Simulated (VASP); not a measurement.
A run of VASP 6.6.1:

Contents of INCAR:

```
PREC = Accurate ; ENCUT = 520
EDIFF = 1E-6 ; ISMEAR = 0
SIGMA = 0.1 ; LREAL = F
LASPH = T ; NELM = 60
ALGO = Normal ; ISIF = 2
LWAVE = F ; LCHARG = T
GGA = PS ; LELF = T
LVHAR = T ; NBANDS = 15
ISYM = 0
```

KPOINTS

```
Automatic mesh
0
Gamma
  12 12 13
```

File POSCAR:

```
TaN
1.0
    3.0358717017     -0.0000000136     -0.0003780923
   -1.5179358626      2.6291420367      0.0000000000
    1.5176139640      0.8761948306      2.5955920604
Ta N
1 1
Direct
    0.0000000000      0.0000000000      0.0000000000
    0.0000000000      0.5000000000      0.5000000000
```

Potentials or basis: VASP PAW PBE potentials, release 64 (Ta_pv, N).

Launch:

```console
$ cat potpaw_PBE.64/Ta_pv/POTCAR potpaw_PBE.64/N/POTCAR > POTCAR
$ mpirun -np 1 vasp_std > vasp.out
```

Hardware: 1 thread of Intel(R) Xeon(R) Platinum 8559C (Emerald Rapids), on a shared host.

Estimate the wall time of this run.

It took 94 s on 1 thread of Intel(R) Xeon(R) Platinum 8559C (Emerald Rapids), on a shared host, peak memory 0.39 GiB. Counts: scf iterations 13, k points 938.
